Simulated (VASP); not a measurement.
# Sn2P3 (P-3m1) in VASP: further runs

Runs on Sn2P3. Level: r2SCAN. Tasks: single point.

All numbers are computed with VASP 6.6.1; they aren't measurements. Logs are shortened: lines on timing, memory, paths and dates and some standing lists are left out, and cuts for length are marked.

### Step 1. The cell of the first run

It takes space group P-3m1 (No. 164, trigonal). The conventional cell has a = 4.214 Å, b = 4.214 Å, c = 6.557 Å, α = 90.00°, β = 90.00°, γ = 120.00°. Sn (site symmetry 3m) has 7 P at 2.54 to 2.92 Å within 3.3 Å. P (site symmetry -3m) has 6 Sn at 2.92 Å and 6 P at 3.37 Å within 3.8 Å. Within 3.4 Å of P (site symmetry 3m) lie 4 Sn at 2.54 to 2.62 Å and 6 P at 3.09 to 3.37 Å.

### Step 2. Single point, r2SCAN

Contents of POSCAR:

```
Sn2P3
1.0
    4.2142456942      0.0000000000      0.0000000000
   -2.1071228471      3.6496438290      0.0000000000
    0.0000000000      0.0000000000      6.5566817527
Sn P
2 3
Direct
    0.3333333333      0.6666666667      0.2450000000
    0.6666666667      0.3333333333      0.7550000000
    0.0000000000      0.0000000000      0.0000000000
    0.3333333333      0.6666666667      0.6450000000
    0.6666666667      0.3333333333      0.3550000000
```

Contents of INCAR.step1:

```
ALGO = Normal
EDIFF = 1E-4
ENCUT = 520
GGA = PE
ISMEAR = 0
LASPH = T
LCHARG = F
LREAL = F
LWAVE = T
NBANDS = 30
NELM = 80
PREC = Accurate
SIGMA = 0.1
```

Contents of INCAR.step2:

```
ALGO = Normal
EDIFF = 1E-6
ENCUT = 520
ISIF = 2
ISMEAR = 0
ISTART = 1
LASPH = T
LCHARG = T
LELF = T
LMIXTAU = T
LREAL = F
LVHAR = T
LWAVE = F
METAGGA = R2SCAN
NBANDS = 30
NELM = 80
PREC = Accurate
SIGMA = 0.1
```

Contents of KPOINTS:

```
k-points
0
Gamma
  6 6 4
```

Potentials or basis: VASP PAW PBE potentials, release 64 (Sn_d, P).

Started as:

```sh
$ cat potpaw_PBE.64/Sn_d/POTCAR potpaw_PBE.64/P/POTCAR > POTCAR
$ cp INCAR.step1 INCAR
$ mpirun -np 1 vasp_std > vasp.out
$ cp INCAR.step2 INCAR
$ mpirun -np 1 vasp_std > vasp.out
```

OUTCAR:

```text
EDIFF = 1E-6
   ENCUT = 520
   ISIF = 2
   ISMEAR = 0
   ISTART = 1
   LASPH = T
   LREAL = F
   METAGGA = R2SCAN
   NELM = 80
   PREC = Accurate

 ion  position               nearest neighbor table
   1  0.333  0.667  0.245-   5 2.54   5 2.54   5 2.54   4 2.62   3 2.92   3 2.92   3 2.92
   2  0.667  0.333  0.755-   4 2.54   4 2.54   4 2.54   5 2.62   3 2.92   3 2.92   3 2.92
   3  0.000  0.000  0.000-   1 2.92   2 2.92   2 2.92   1 2.92   2 2.92   1 2.92
   4  0.333  0.667  0.645-   2 2.54   2 2.54   2 2.54   1 2.62
   5  0.667  0.333  0.355-   1 2.54   1 2.54   1 2.54   2 2.62

  LATTYP: Found a hexagonal cell.
 ALAT       =     4.2142456942
 C/A-ratio  =     1.5558375635

  Lattice vectors:

 A1 = (   4.2142456942,   0.0000000000,   0.0000000000)
 A2 = (  -2.1071228471,   3.6496438290,   0.0000000000)
 A3 = (   0.0000000000,   0.0000000000,   6.5566817527)

Analysis of symmetry for initial positions (statically):
=====================================================================
 Subroutine PRICEL returns:
 Original cell was already a primitive cell.

 Routine SETGRP: Setting up the symmetry group for a
 hexagonal supercell.

 Subroutine GETGRP returns: Found 12 space group operations
 (whereof 12 operations were pure point group operations)
 out of a pool of 24 trial point group operations.

The static configuration has the point symmetry D_3d.

Analysis of symmetry for dynamics (positions and initial velocities):
=====================================================================
 Subroutine PRICEL returns:
 Original cell was already a primitive cell.

 Routine SETGRP: Setting up the symmetry group for a
 hexagonal supercell.

 Subroutine GETGRP returns: Found 12 space group operations
 (whereof 12 operations were pure point group operations)
 out of a pool of 24 trial point group operations.

The dynamic configuration has the point symmetry D_3d.

 Subroutine INISYM returns: Found 12 space group operations
 (whereof 12 operations are pure point group operations),
 and found     1 'primitive' translations

----------------------------------------------------------------------------------------

                                     Primitive cell

  volume of cell :     100.8450

  direct lattice vectors                    reciprocal lattice vectors
     4.214245694  0.000000000  0.000000000     0.237290389  0.136999670  0.000000000
    -2.107122847  3.649643829  0.000000000     0.000000000  0.273999340  0.000000000
     0.000000000  0.000000000  6.556681753     0.000000000  0.000000000  0.152516172

  length of vectors
     4.214245694  4.214245694  6.556681753     0.273999340  0.273999340  0.152516172

  position of ions in fractional coordinates (direct lattice)
     0.333333333  0.666666667  0.245000000
     0.666666667  0.333333333  0.755000000
     0.000000000  0.000000000  0.000000000
     0.333333333  0.666666667  0.645000000
     0.666666667  0.333333333  0.355000000

  ion indices of the primitive-cell ions
   primitive index   ion index
                 1           1
                 2           2
                 3           3
                 4           4
                 5           5

----------------------------------------------------------------------------------------

 KPOINTS: k-points

Automatic generation of k-mesh.
 Grid dimensions read from file:
 generate k-points for:    6    6    4

 Generating k-lattice:

  Cartesian coordinates                     Fractional coordinates (reciprocal lattice)
     0.039548398  0.022833278  0.000000000     0.166666667  0.000000000  0.000000000
     0.000000000  0.045666557  0.000000000     0.000000000  0.166666667  0.000000000
     0.000000000  0.000000000  0.038129043     0.000000000  0.000000000  0.250000000

  Length of vectors
     0.045666557  0.045666557  0.038129043

  Shift w.r.t. Gamma in fractional coordinates (k-lattice)
     0.000000000  0.000000000  0.000000000

 Subroutine IBZKPT returns following result:
 ===========================================

 Found     24 irreducible k-points:

 Following reciprocal coordinates:
            Coordinates               Weight
  0.000000  0.000000  0.000000      1.000000
  0.166667 -0.000000  0.000000      6.000000
  0.333333 -0.000000  0.000000      6.000000
  0.500000  0.000000  0.000000      3.000000
  0.166667  0.166667  0.000000      6.000000
  0.333333  0.166667  0.000000     12.000000
[... 16 lines left out ...]
  0.333333  0.166667  0.500000     12.000000
  0.333333  0.333333  0.500000      2.000000
   k-points           NKPTS =     24   k-points in BZ     NKDIM =     24   number of bands    NBANDS=     30
   number of dos      NEDOS =    301   number of ions     NIONS =      5
   total plane-waves  NPLWV =  51200
   dimension x,y,z NGX =    32 NGY =   32 NGZ =   50
   dimension x,y,z NGXF=    64 NGYF=   64 NGZF=  100
   ions per type =               2   3
   NGX,Y,Z   is equivalent  to a cutoff of  12.62, 12.62, 12.68 a.u.
   NGXF,Y,Z  is equivalent  to a cutoff of  25.25, 25.25, 25.36 a.u.
 SYSTEM =  unknown system
   PREC   = accura    normal or accurate (medium, high low for compatibility)
   ISTART =      1    job   : 0-new  1-cont  2-samecut
   ICHARG =      0    charge: 1-file 2-atom 10-const
   ISPIN  =      1    spin polarized calculation?
   LNONCOLLINEAR =      F non collinear calculations
   LSORBIT =      F    spin-orbit coupling
   LASPH  =      T    aspherical Exc in radial PAW
   ENCUT  =  520.0 eV  38.22 Ry    6.18 a.u.   7.84  7.84 12.19*2*pi/ulx,y,z
   NELM   =     80;   NELMIN=  2; NELMDL=  0     # of ELM steps
   EDIFF  = 0.1E-05   stopping-criterion for ELM
   LREAL  =      F    real-space projection
   EDIFFG = 0.1E-04   stopping-criterion for IOM
   NSW    =      0    number of steps for IOM
   IBRION =     -1    ionic relax: 0-MD 1-quasi-New 2-CG
   NFREE  =      0    steps in history (QN), initial steepest desc. (CG)
   ISIF   =      2    stress and relaxation
   ISYM   =      2    0-nonsym 1-usesym 2-fastsym
   POTIM  = 0.5000    time-step for ionic-motion
   TEBEG  =    0.0;   TEEND  =   0.0 temperature during run
   PSTRESS=    0.0 pullay stress
   NELECT =      43.0000    total number of electrons
   NUPDOWN=      -1.0000    fix difference up-down
   EMIN   =  10.00;   EMAX   =-10.00  energy-range for DOS
   EFERMI =   0.00;   METHOD = LEGACY
   ISMEAR =     0;   SIGMA  =   0.10  broadening in eV -4-tet -1-fermi 0-gaus
   EFERMI_NEDOS =   21; number of points for ismear=-14 and -15
   IALGO  =     38    algorithm
   IMIX   =      4    mixing-type and parameters
     AMIX     =   0.40;   BMIX     =  1.00
     AMIX_MAG =   1.60;   BMIX_MAG =  1.00
  volume/ion in A,a.u.               =      20.17       136.11
  Fermi-wavevector in a.u.,A,eV,Ry     =   1.232195  2.328511 20.657793  1.518305
  Thomas-Fermi vector in A             =   2.366975
   LORBIT       =      0    0 simple, 1 ext, 2 COOP (PROOUT), +10 PAW based schemes
   METAGGA = R2SCAN    functional components
   LHFCALC =     F    Hartree Fock is set to
   AEXX    =    0.0000 exact exchange contribution
   IVDW    =     0    specifies the selected vdW correction
   LEPSILON=     F    determine dielectric tensor
   LRPA    =     F    only Hartree local field effects (RPA)
 non-spin polarized calculation
 Gauss-broadening in eV      SIGMA  =   0.10
  energy-cutoff  :      520.00
  volume of cell :      100.85
 maximum number of plane-waves:      2730
 NGX is ok and might be reduce to    32
   NGX = 15   NGY = 15   NGZ = 25

 number of electron      43.0000005 magnetization

 Free energy of the ion-electron system (eV)
  ---------------------------------------------------
  ext. energy  EPLUGINS =         0.00000000
  ---------------------------------------------------
  free energy    TOTEN  =       -73.18747204 eV

  energy without entropy =      -73.16847493  energy(sigma->0) =      -73.17797348

 E-fermi :   8.2325     XC(G=0): -11.2184

 val. band max:        8.2269150623   @ k =   0.5000   0.0000   0.2500
 cond. band min:       8.2405143439   @ k =   0.3333   0.3333   0.2500
 fundamental gap:      0.0135992817
 Fermi energy:         8.2324868964

 k-point     1 :       0.0000    0.0000    0.0000
  band No.  band energies     occupation
      1     -14.2447      2.00000
      2     -14.2313      2.00000
      3     -14.2313      2.00000
      4     -14.2279      2.00000
      5     -14.2244      2.00000
      6     -14.2244      2.00000
[... 22 lines left out ...]
     29      11.5545      0.00000
     30      12.1027      0.00000

 k-point     2 :       0.1667   -0.0000    0.0000
  band No.  band energies     occupation
      1     -14.2524      2.00000
      2     -14.2307      2.00000
      3     -14.2288      2.00000
      4     -14.2242      2.00000
      5     -14.2214      2.00000
      6     -14.2172      2.00000
[... 22 lines left out ...]
     29      12.5606      0.00000
     30      13.8254      0.00000

 k-point     3 :       0.3333   -0.0000    0.0000
  band No.  band energies     occupation
      1     -14.2666      2.00000
      2     -14.2387      2.00000
      3     -14.2247      2.00000
      4     -14.2165      2.00000
      5     -14.2095      2.00000
      6     -14.2042      2.00000
[... 22 lines left out ...]
     29      14.8399      0.00000
     30      15.4426      0.00000

 k-point     4 :       0.5000    0.0000    0.0000
  band No.  band energies     occupation
      1     -14.2740      2.00000
      2     -14.2425      2.00000
      3     -14.2234      2.00000
      4     -14.2124      2.00000
      5     -14.2050      2.00000
      6     -14.1983      2.00000
[... 616 lines left out ...]
     29      13.4348      0.00000
     30      14.5258      0.00000

 k-point    23 :       0.3333    0.1667    0.5000
  band No.  band energies     occupation
      1     -14.2599      2.00000
      2     -14.2476      2.00000
      3     -14.2192      2.00000
      4     -14.2172      2.00000
      5     -14.2093      2.00000
      6     -14.1994      2.00000
[... 22 lines left out ...]
     29      15.1939      0.00000
     30      15.5287      0.00000

 k-point    24 :       0.3333    0.3333    0.5000
  band No.  band energies     occupation
      1     -14.2503      2.00000
      2     -14.2503      2.00000
      3     -14.2201      2.00000
      4     -14.2187      2.00000
      5     -14.2045      2.00000
      6     -14.2045      2.00000
[... 22 lines left out ...]
     29      15.7209      0.00000
     30      15.7209      0.00000

------------------------ aborting loop because EDIFF is reached ----------------------------------------

  FORCE on cell =-STRESS in cart. coord.  units (eV):
  Direction    XX          YY          ZZ          XY          YZ          ZX
  --------------------------------------------------------------------------------------
  -------------------------------------------------------------------------------------
  Total        6.1109272      6.1109272      7.5270382      0.0000000      0.0000000      0.0000000
  in kB       97.0874847     97.0874847    119.5859790      0.0000000      0.0000000      0.0000000
  external PRESSURE =     104.5869828 kB  Pullay stress =       0.0000000 kB

 VOLUME and BASIS-vectors are now :
 -----------------------------------------------------------------------------
  energy-cutoff  :      520.00
  volume of cell :      100.85
      direct lattice vectors                 reciprocal lattice vectors
     4.214245694  0.000000000  0.000000000     0.237290389  0.136999670  0.000000000
    -2.107122847  3.649643829  0.000000000     0.000000000  0.273999340  0.000000000
     0.000000000  0.000000000  6.556681753     0.000000000  0.000000000  0.152516172

 POSITION                                       TOTAL-FORCE (eV/Angst)
 -----------------------------------------------------------------------------------
     -0.00000      2.43310      1.60639         0.000000      0.000000     -1.420384
      2.10712      1.21655      4.95029        -0.000000     -0.000000      1.420384
      0.00000      0.00000      0.00000        -0.000000      0.000000      0.000000
     -0.00000      2.43310      4.22906        -0.000000      0.000000     -0.356640
      2.10712      1.21655      2.32762         0.000000     -0.000000      0.356640
 -----------------------------------------------------------------------------------
    total drift:                               -0.000000      0.000000      0.000000

  FREE ENERGIE OF THE ION-ELECTRON SYSTEM (eV)
  ---------------------------------------------------
  free  energy   TOTEN  =       -73.1874720375 eV

  energy  without entropy=      -73.1684749310  energy(sigma->0) =      -73.17797348
```

Wall time 88 s (1 thread of Intel Xeon 6975P-C (Granite Rapids), shared host); peak memory 0.25 GiB.

Results:

```yaml
Free_energy: -73.1875 eV
Pressure: 10.5 GPa
Largest_force: 1.420 eV/Å
Band_gap_on_the_k_mesh: zero (an odd number of electrons rules out a gap without spin polarisation)
```

Forces in eV/Å, atoms in the order of the input:
```
Sn   0.000  0.000 -1.420
Sn   0.000  0.000  1.420
P    0.000  0.000  0.000
P    0.000  0.000 -0.357
P    0.000  0.000  0.357
```

Caveat: the cell stands under pressure; the PAW data sets were made with another functional, which shifts forces and pressure a little; spin-orbit coupling is left out, which moves the levels of the heavy elements.

[end of part 1 of 3]
